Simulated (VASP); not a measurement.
# SrO (F-43m) in VASP: settings compared

SrO is run at these levels: PBE-based screened hybrid, PBE-based global hybrid, PBE; tasks: single point.

Program: VASP 6.6.1. These are calculated values, not measurements. Logs are shortened: lines on timing, memory, paths and dates and some standing lists are left out, and cuts for length are marked.

## 1. The cell of the first run

It takes space group F-43m (No. 216, cubic). Conventional cell: a = 5.585 Å, b = 5.585 Å, c = 5.585 Å, α = 90.00°, β = 90.00°, γ = 90.00°. Within 3.2 Å of Sr (site symmetry -43m) lie 4 O at 2.42 Å. O (site symmetry -43m) has 4 Sr at 2.42 Å within 3.2 Å.

## 2. Single point, PBE-based screened hybrid

Input file POSCAR:

```
SrO
1.0
    0.0000000000      2.7922805108      2.7922805108
    2.7922805108      0.0000000000      2.7922805108
    2.7922805108      2.7922805108      0.0000000000
Sr O
1 1
Direct
    0.0000000000      0.0000000000      0.0000000000
    0.2500000000      0.2500000000      0.2500000000
```

Input file INCAR.step1:

```
SYSTEM = SrO
PREC = Accurate
ENCUT = 520
EDIFF = 1E-5
ISMEAR = 0
SIGMA = 0.01
LREAL = .False.
LASPH = .True.
NELM = 100
ALGO = Normal
ISIF = 2
LWAVE = .True.
GGA = PE
NBANDS = 15
```

Input file INCAR.step2:

```
SYSTEM = SrO
PREC = Accurate
ENCUT = 520
EDIFF = 1E-7
ISMEAR = 0
SIGMA = 0.01
LREAL = .False.
LASPH = .True.
NELM = 100
ALGO = Normal
ISIF = 2
LWAVE = .False.
LCHARG = .True.
GGA = PE
LHFCALC = .True.
AEXX = 0.15
HFSCREEN = 0.5
PRECFOCK = Normal
LELF = .True.
LVHAR = .True.
ISTART = 1
NBANDS = 15
```

Input file KPOINTS:

```
regular mesh
0
Gamma
  4 4 4
  0 0 0
```

Potentials or basis: VASP PAW PBE potentials, release 64 (Sr_sv, O).

Run with:

```bash
> cat potpaw_PBE.64/Sr_sv/POTCAR potpaw_PBE.64/O/POTCAR > POTCAR
> cp INCAR.step1 INCAR
> mpirun -np 1 vasp_std > vasp.out
> cp INCAR.step2 INCAR
> mpirun -np 1 vasp_std > vasp.out
```

OUTCAR:

```text
SYSTEM = SrO
   PREC = Accurate
   ENCUT = 520
   EDIFF = 1E-7
   ISMEAR = 0
   LREAL = .False.
   LASPH = .True.
   NELM = 100
   ISIF = 2
   GGA = PE
   LHFCALC = .True.
   AEXX = 0.15
   HFSCREEN = 0.5
   PRECFOCK = Normal
   ISTART = 1

 ion  position               nearest neighbor table
   1  0.000  0.000  0.000-   2 2.42   2 2.42   2 2.42   2 2.42
   2  0.250  0.250  0.250-   1 2.42   1 2.42   1 2.42   1 2.42

  LATTYP: Found a face centered cubic cell.
 ALAT       =     5.5845610216

  Lattice vectors:

 A1 = (   0.0000000000,   2.7922805108,   2.7922805108)
 A2 = (   2.7922805108,   0.0000000000,   2.7922805108)
 A3 = (   2.7922805108,   2.7922805108,   0.0000000000)

Analysis of symmetry for initial positions (statically):
=====================================================================
 Subroutine PRICEL returns:
 Original cell was already a primitive cell.

 Routine SETGRP: Setting up the symmetry group for a
 face centered cubic supercell.

 Subroutine GETGRP returns: Found 24 space group operations
 (whereof 24 operations were pure point group operations)
 out of a pool of 48 trial point group operations.

The static configuration has the point symmetry T_d .

Analysis of symmetry for dynamics (positions and initial velocities):
=====================================================================
 Subroutine PRICEL returns:
 Original cell was already a primitive cell.

 Routine SETGRP: Setting up the symmetry group for a
 face centered cubic supercell.

 Subroutine GETGRP returns: Found 24 space group operations
 (whereof 24 operations were pure point group operations)
 out of a pool of 48 trial point group operations.

The dynamic configuration has the point symmetry T_d .

 Subroutine INISYM returns: Found 24 space group operations
 (whereof 24 operations are pure point group operations),
 and found     1 'primitive' translations

----------------------------------------------------------------------------------------

                                     Primitive cell

  volume of cell :      43.5419

  direct lattice vectors                    reciprocal lattice vectors
     0.000000000  2.792280511  2.792280511    -0.179065104  0.179065104  0.179065104
     2.792280511  0.000000000  2.792280511     0.179065104 -0.179065104  0.179065104
     2.792280511  2.792280511  0.000000000     0.179065104  0.179065104 -0.179065104

  length of vectors
     3.948880968  3.948880968  3.948880968     0.310149858  0.310149858  0.310149858

  position of ions in fractional coordinates (direct lattice)
     0.000000000  0.000000000  0.000000000
     0.250000000  0.250000000  0.250000000

  ion indices of the primitive-cell ions
   primitive index   ion index
                 1           1
                 2           2

----------------------------------------------------------------------------------------

 KPOINTS: regular mesh

Automatic generation of k-mesh.
 Grid dimensions read from file:
 generate k-points for:    4    4    4

 Generating k-lattice:

  Cartesian coordinates                     Fractional coordinates (reciprocal lattice)
    -0.044766276  0.044766276  0.044766276     0.250000000  0.000000000  0.000000000
     0.044766276 -0.044766276  0.044766276     0.000000000  0.250000000  0.000000000
     0.044766276  0.044766276 -0.044766276     0.000000000  0.000000000  0.250000000

  Length of vectors
     0.077537464  0.077537464  0.077537464

  Shift w.r.t. Gamma in fractional coordinates (k-lattice)
     0.000000000  0.000000000  0.000000000

 Subroutine IBZKPT returns following result:
 ===========================================

 Found      8 irreducible k-points:

 Following reciprocal coordinates:
            Coordinates               Weight
  0.000000  0.000000  0.000000      1.000000
  0.250000  0.000000  0.000000      8.000000
  0.500000  0.000000  0.000000      4.000000
  0.250000  0.250000  0.000000      6.000000
  0.500000  0.250000  0.000000     24.000000
 -0.250000  0.250000  0.000000     12.000000
  0.500000  0.500000  0.000000      3.000000
 -0.250000  0.500000  0.250000      6.000000
   k-points           NKPTS =      8   k-points in BZ     NKDIM =     64   number of bands    NBANDS=     15
   number of dos      NEDOS =    301   number of ions     NIONS =      2
   total plane-waves  NPLWV =  27000
   dimension x,y,z NGX =    30 NGY =   30 NGZ =   30
   dimension x,y,z NGXF=    60 NGYF=   60 NGZF=   60
   ions per type =               1   1
   NGX,Y,Z   is equivalent  to a cutoff of  12.63, 12.63, 12.63 a.u.
   NGXF,Y,Z  is equivalent  to a cutoff of  25.26, 25.26, 25.26 a.u.
 SYSTEM =  SrO
   PREC   = accura    normal or accurate (medium, high low for compatibility)
   ISTART =      1    job   : 0-new  1-cont  2-samecut
   ICHARG =      0    charge: 1-file 2-atom 10-const
   ISPIN  =      1    spin polarized calculation?
   LNONCOLLINEAR =      F non collinear calculations
   LSORBIT =      F    spin-orbit coupling
[... 88 lines left out ...]
      2     -16.3611      2.00000
      3     -14.5584      2.00000
      4     -14.5584      2.00000
      5     -13.9129      2.00000
      6      -1.0567      2.00000
      7      -0.7646      2.00000
      8      -0.7646      2.00000
      9       4.4634      0.00000
     10       7.9180      0.00000
     11       7.9180      0.00000
     12       8.8250      0.00000
     13      10.6762      0.00000
     14      10.6762      0.00000
     15      12.6738      0.00000

 k-point     3 :       0.5000    0.0000    0.0000
  band No.  band energies     occupation
      1     -33.2604      2.00000
      2     -16.8167      2.00000
      3     -14.6033      2.00000
      4     -14.6033      2.00000
      5     -13.6034      2.00000
      6      -0.7905      2.00000
      7      -0.6157      2.00000
      8      -0.6157      2.00000
      9       5.6826      0.00000
     10       7.5517      0.00000
     11       8.0864      0.00000
     12       8.0864      0.00000
     13      10.4364      0.00000
     14      10.4364      0.00000
     15      12.9469      0.00000

 k-point     4 :       0.2500    0.2500    0.0000
  band No.  band energies     occupation
      1     -33.2820      2.00000
      2     -16.4982      2.00000
      3     -14.6311      2.00000
      4     -14.6311      2.00000
      5     -13.6968      2.00000
      6      -1.3821      2.00000
      7      -0.5390      2.00000
      8      -0.5390      2.00000
      9       4.9853      0.00000
     10       6.1335      0.00000
     11       9.2487      0.00000
     12       9.9623      0.00000
     13      10.4135      0.00000
     14      10.4135      0.00000
     15      14.7181      0.00000

 k-point     5 :       0.5000    0.2500    0.0000
  band No.  band energies     occupation
      1     -33.2500      2.00000
      2     -16.8763      2.00000
      3     -14.8072      2.00000
      4     -14.6756      2.00000
      5     -13.3258      2.00000
      6      -1.1111      2.00000
      7      -0.3955      2.00000
      8      -0.3517      2.00000
      9       5.2576      0.00000
     10       6.3753      0.00000
     11       8.7715      0.00000
     12       9.7073      0.00000
     13      10.7285      0.00000
     14      11.3322      0.00000
     15      12.9465      0.00000

 k-point     6 :      -0.2500    0.2500    0.0000
  band No.  band energies     occupation
      1     -33.2606      2.00000
      2     -16.7596      2.00000
      3     -14.8124      2.00000
      4     -14.6041      2.00000
      5     -13.4359      2.00000
      6      -0.8460      2.00000
      7      -0.6578      2.00000
      8      -0.5663      2.00000
      9       5.3193      0.00000
     10       7.2474      0.00000
     11       7.5294      0.00000
     12       9.1189      0.00000
     13      11.0238      0.00000
     14      11.2378      0.00000
     15      12.9244      0.00000

 k-point     7 :       0.5000    0.5000    0.0000
  band No.  band energies     occupation
      1     -33.2394      2.00000
      2     -16.9966      2.00000
      3     -14.7463      2.00000
      4     -14.7463      2.00000
      5     -13.2656      2.00000
      6      -1.4995      2.00000
      7      -0.0881      2.00000
      8      -0.0881      2.00000
      9       4.9559      0.00000
     10       6.1555      0.00000
     11      10.1881      0.00000
     12      10.4766      0.00000
     13      10.4766      0.00000
     14      11.9707      0.00000
     15      13.4569      0.00000

 k-point     8 :      -0.2500    0.5000    0.2500
  band No.  band energies     occupation
      1     -33.2393      2.00000
      2     -16.9592      2.00000
      3     -14.8782      2.00000
      4     -14.7553      2.00000
      5     -13.1628      2.00000
      6      -0.7796      2.00000
      7      -0.7573      2.00000
      8      -0.0791      2.00000
      9       4.9613      0.00000
     10       6.0963      0.00000
     11       9.0722      0.00000
     12      10.0972      0.00000
     13      11.4464      0.00000
     14      12.3254      0.00000
     15      12.8746      0.00000

------------------------ aborting loop because EDIFF is reached ----------------------------------------

  FORCE on cell =-STRESS in cart. coord.  units (eV):
  Direction    XX          YY          ZZ          XY          YZ          ZX
  --------------------------------------------------------------------------------------
  -------------------------------------------------------------------------------------
  Total        0.1922432      0.1922432      0.1922432      0.0000000      0.0000000      0.0000000
  in kB        7.0738271      7.0738271      7.0738271      0.0000000      0.0000000      0.0000000
  external PRESSURE =       7.0738271 kB  Pullay stress =       0.0000000 kB

 VOLUME and BASIS-vectors are now :
 -----------------------------------------------------------------------------
  energy-cutoff  :      520.00
  volume of cell :       43.54
      direct lattice vectors                 reciprocal lattice vectors
     0.000000000  2.792280511  2.792280511    -0.179065104  0.179065104  0.179065104
     2.792280511  0.000000000  2.792280511     0.179065104 -0.179065104  0.179065104
     2.792280511  2.792280511  0.000000000     0.179065104  0.179065104 -0.179065104

 POSITION                                       TOTAL-FORCE (eV/Angst)
 -----------------------------------------------------------------------------------
      0.00000      0.00000      0.00000         0.000000      0.000000      0.000000
      1.39614      1.39614      1.39614        -0.000000     -0.000000     -0.000000
 -----------------------------------------------------------------------------------
    total drift:                               -0.000000      0.000000     -0.000001

  FREE ENERGIE OF THE ION-ELECTRON SYSTEM (eV)
  ---------------------------------------------------
  free  energy   TOTEN  =       -12.5821168811 eV

  energy  without entropy=      -12.5821168811  energy(sigma->0) =      -12.58211688
```

Run time: 5.7 min. Hardware: 1 thread of Intel Xeon Platinum 8375C at 2.90GHz (Ice Lake), shared host; peak memory 0.27 GiB.

What came out:

```
Free energy            : -12.5821 eV
Pressure               : 0.7 GPa
Band gap on the k mesh : 2.97 eV, indirect (least direct gap 3.83 eV)
```

Levels at points of the mesh, in eV from the valence-band top:
```tsv
k point	band 6	band 7	band 8	band 9	band 10	band 11
(0.00, 0.00, 0.00)	-0.86	-0.86	-0.86	2.97	8.62	8.62
(0.50, 0.00, 0.00)	-0.71	-0.54	-0.54	5.76	7.63	8.17
(0.50, 0.50, 0.00)	-1.42	-0.01	-0.01	5.04	6.23	10.27
```

Caveat: the k points lie up to 0.49 Å⁻¹ apart; the PAW data sets were made with another functional, which shifts forces and pressure a little. A k mesh can miss the band edges.

## 3. Single point, PBE-based screened hybrid

POSCAR is that of step 2.

Input file INCAR.step1:

```
SYSTEM = SrO
ALGO = Normal ; EDIFF = 1E-5
ENCUT = 520 ; GGA = PE
ISIF = 2 ; ISMEAR = 0
LASPH = .True. ; LCHARG = .False.
LREAL = .False. ; LWAVE = .True.
NBANDS = 15 ; NELM = 80
PREC = Accurate ; SIGMA = 0.01
```

Input file INCAR.step2:

```
SYSTEM = SrO
AEXX = 0.5 ; ALGO = Normal
EDIFF = 1E-7 ; ENCUT = 520
GGA = PE ; HFSCREEN = 0.3
ISIF = 2 ; ISMEAR = 0
ISTART = 1 ; LASPH = .True.
LCHARG = .False. ; LHFCALC = .True.
LREAL = .False. ; LWAVE = .False.
NBANDS = 15 ; NELM = 80
PREC = Accurate ; PRECFOCK = Normal
SIGMA = 0.01
```

Input file KPOINTS:

```
k-points
0
Gamma
  4 4 4
  0 0 0
```

Potentials or basis: VASP PAW PBE potentials, release 64 (Sr_sv, O).

Run with:

```bash
> cat potpaw_PBE.64/Sr_sv/POTCAR potpaw_PBE.64/O/POTCAR > POTCAR
> cp INCAR.step1 INCAR
> mpirun -np 1 vasp_std > vasp.out
> cp INCAR.step2 INCAR
> mpirun -np 1 vasp_std > vasp.out
```

It took 6.3 min on 1 thread of Intel Xeon Platinum 8375C at 2.90GHz (Ice Lake), shared host; peak memory 0.27 GiB.

The run converged. Its results:

| Quantity | Value |
| --- | --- |
| Free energy | -15.5415 eV |
| Pressure | -1.1 GPa |
| Band gap on the k mesh | 4.80 eV, indirect (least direct gap 5.71 eV) |

Levels at points of the mesh, in eV from the valence-band top:
```tsv
k point	band 6	band 7	band 8	band 9	band 10	band 11
(0.00, 0.00, 0.00)	-0.91	-0.91	-0.91	4.80	11.01	11.01
(0.50, 0.00, 0.00)	-0.73	-0.56	-0.56	7.77	9.61	10.45
(0.50, 0.50, 0.00)	-1.47	-0.01	-0.01	6.97	8.30	12.83
```

Caveat: the k points lie up to 0.49 Å⁻¹ apart; the PAW data sets were made with another functional, which shifts forces and pressure a little. A k mesh can miss the band edges.

## 4. Single point, PBE-based global hybrid

POSCAR is that of step 3.

Input file INCAR.step1:

```
SYSTEM = SrO
PREC = Accurate ; ENCUT = 520
EDIFF = 1E-5 ; ISMEAR = 0
SIGMA = 0.01 ; LREAL = .False.
LASPH = .True. ; NELM = 80
ALGO = Normal ; ISIF = 2
LWAVE = .True. ; LCHARG = .False.
NBANDS = 15 ; GGA = PE
```

Input file INCAR.step2:

```
SYSTEM = SrO
PREC = Accurate ; ENCUT = 520
EDIFF = 1E-7 ; ISMEAR = 0
SIGMA = 0.01 ; LREAL = .False.
LASPH = .True. ; NELM = 80
ALGO = Normal ; ISIF = 2
LWAVE = .False. ; LCHARG = .False.
GGA = PE ; LHFCALC = .True.
AEXX = 0.5 ; PRECFOCK = Normal
NBANDS = 15 ; ISTART = 1
```

Input file KPOINTS:

```
regular mesh
0
Gamma
  4 4 4
  0 0 0
```

Run with:

```bash
> cat potpaw_PBE.64/Sr_sv/POTCAR potpaw_PBE.64/O/POTCAR > POTCAR
> cp INCAR.step1 INCAR
> mpirun -np 1 vasp_std > vasp.out
> cp INCAR.step2 INCAR
> mpirun -np 1 vasp_std > vasp.out
```

Wall time 6.2 min (1 thread of Intel Xeon Platinum 8375C at 2.90GHz (Ice Lake), shared host); peak memory 0.18 GiB.

The run converged. Its results:

```yaml
Free_energy: -17.2078 eV
Pressure: -1.3 GPa
Band_gap_on_the_k_mesh: 6.78 eV, indirect (least direct gap 7.70 eV)
```

Levels at points of the mesh, in eV from the valence-band top:
```csv
k point,band 5,band 6,band 7,band 8,band 9,band 10,band 11,band 12
"(0.00, 0.00, 0.00)",-15.36,-0.92,-0.92,-0.92,6.78,13.20,13.20,14.57
"(0.50, 0.00, 0.00)",-14.66,-0.77,-0.57,-0.57,9.86,11.64,12.61,12.61
"(0.50, 0.50, 0.00)",-14.27,-1.53,-0.01,-0.01,9.03,10.41,15.05,15.20
```

Caveat: the k points lie up to 0.49 Å⁻¹ apart; the PAW data sets were made with another functional, which shifts forces and pressure a little.

## 5. Single point, PBE-based screened hybrid

POSCAR is that of step 4.

Input file INCAR.step1:

```
SYSTEM = SrO
  ALGO = Normal
  EDIFF = 1E-5
  ENCUT = 520
  GGA = PE
  ISIF = 2
  ISMEAR = 0
  LASPH = .TRUE.
  LREAL = .FALSE.
  LWAVE = .TRUE.
  NBANDS = 15
  NELM = 100
  PREC = Accurate
  SIGMA = 0.01
```

Input file INCAR.step2:

```
SYSTEM = SrO
  AEXX = 0.3
  ALGO = Normal
  EDIFF = 1E-6
  ENCUT = 520
  GGA = PE
  HFSCREEN = 0.2078
  ISIF = 2
  ISMEAR = 0
  ISTART = 1
  LASPH = .TRUE.
  LCHARG = .TRUE.
  LELF = .TRUE.
  LHFCALC = .TRUE.
  LREAL = .FALSE.
  LVHAR = .TRUE.
  LWAVE = .FALSE.
  NBANDS = 15
  NELM = 100
  PREC = Accurate
  PRECFOCK = Normal
  SIGMA = 0.01
```

Input file KPOINTS:

```
k-points
0
G
  4 4 4
  0 0 0
```

Run with:

```bash
> cat potpaw_PBE.64/Sr_sv/POTCAR potpaw_PBE.64/O/POTCAR > POTCAR
> cp INCAR.step1 INCAR
> mpirun -np 1 vasp_std > vasp.out
> cp INCAR.step2 INCAR
> mpirun -np 1 vasp_std > vasp.out
```

Run time: 3.6 min. Hardware: 1 thread of Intel Xeon Platinum 8375C at 2.90GHz (Ice Lake), shared host; peak memory 0.28 GiB.

The run converged. Its results:

| Property | Result |
| --- | --- |
| Free energy | -14.2681 eV |
| Pressure | -0.2 GPa |
| Band gap on the k mesh | 4.13 eV, indirect (least direct gap 5.03 eV) |

Levels at points of the mesh, in eV from the valence-band top:
```tsv
k point	band 5	band 6	band 7	band 8	band 9	band 10	band 11	band 12
(0.00, 0.00, 0.00)	-14.89	-0.89	-0.89	-0.89	4.13	10.14	10.14	11.51
(0.50, 0.00, 0.00)	-14.08	-0.75	-0.55	-0.55	7.07	8.90	9.63	9.63
(0.50, 0.50, 0.00)	-13.72	-1.48	-0.01	-0.01	6.28	7.58	11.87	12.10
```

Caveat: the k points lie up to 0.49 Å⁻¹ apart; the PAW data sets were made with another functional, which shifts forces and pressure a little. A k mesh can miss the band edges.

## 6. Single point, PBE

Input file INCAR:

```
SYSTEM = SrO
PREC = Accurate
ENCUT = 600
EDIFF = 1E-6
ISMEAR = 0
SIGMA = 0.01
LREAL = .False.
LASPH = .True.
NELM = 120
ALGO = Normal
ISIF = 2
LWAVE = .False.
LCHARG = .False.
GGA = PE
NBANDS = 15
GGA_COMPAT = .False.
```

Input file KPOINTS:

```
regular mesh
0
Gamma
  3 3 3
  0 0 0
```

POSCAR is that of step 5.

Potentials or basis: VASP PAW PBE potentials, release 64 (Sr_sv, O).

Run with:

```bash
> cat potpaw_PBE.64/Sr_sv/POTCAR potpaw_PBE.64/O/POTCAR > POTCAR
> mpirun -np 1 vasp_std > vasp.out
```

Wall time 9.7 s (1 thread of Intel Xeon 8259CL, shared host); peak memory 0.17 GiB.

It converged, with:

- Free energy: -11.7483 eV
- Pressure: 1.5 GPa
- Band gap on the k mesh: 2.76 eV, indirect (least direct gap 3.37 eV)

Levels at points of the mesh, in eV from the valence-band top:
| k point | band 5 | band 6 | band 7 | band 8 | band 9 | band 10 | band 11 | band 12 |
| --- | --- | --- | --- | --- | --- | --- | --- | --- |
| (0.00, 0.00, 0.00) | -13.88 | -0.61 | -0.61 | -0.61 | 2.76 | 8.27 | 8.27 | 9.61 |

Caveat: the k points lie up to 0.65 Å⁻¹ apart. A k mesh can miss the band edges.

## 7. The runs side by side

| level | k mesh | cutoff (eV) | grid for exact exchange (PRECFOCK) | share of exact exchange | screening parameter | gap on the mesh (eV) | pressure (GPa) |
| --- | --- | --- | --- | --- | --- | --- | --- |
| PBE-based screened hybrid | 4 × 4 × 4 | 520 | Normal | 0.15 | 0.5 1/Å | 2.97 | 0.7 |
| PBE-based screened hybrid | 4 × 4 × 4 | 520 | Normal | 0.5 | 0.3 1/Å | 4.80 | -1.1 |
| PBE-based global hybrid | 4 × 4 × 4 | 520 | Normal | 0.5 | - | 6.78 | -1.3 |
| PBE-based screened hybrid | 4 × 4 × 4 | 520 | Normal | 0.3 | 0.2078 1/Å | 4.13 | -0.2 |
| PBE | 3 × 3 × 3 | 600 | - | - | - | 2.76 | 1.5 |

Alike in all rows: task single point; potentials or basis VASP PAW PBE potentials, release 64 (Sr_sv, O); no spin polarisation; cell as given; smearing gaussian 0.01 eV.

Caveats: all runs use coarse meshes; the PAW data sets were made with another functional, which shifts forces and pressure a little (some runs).

Total energies depend on the potentials used, so only differences within one code and one set of settings carry meaning.
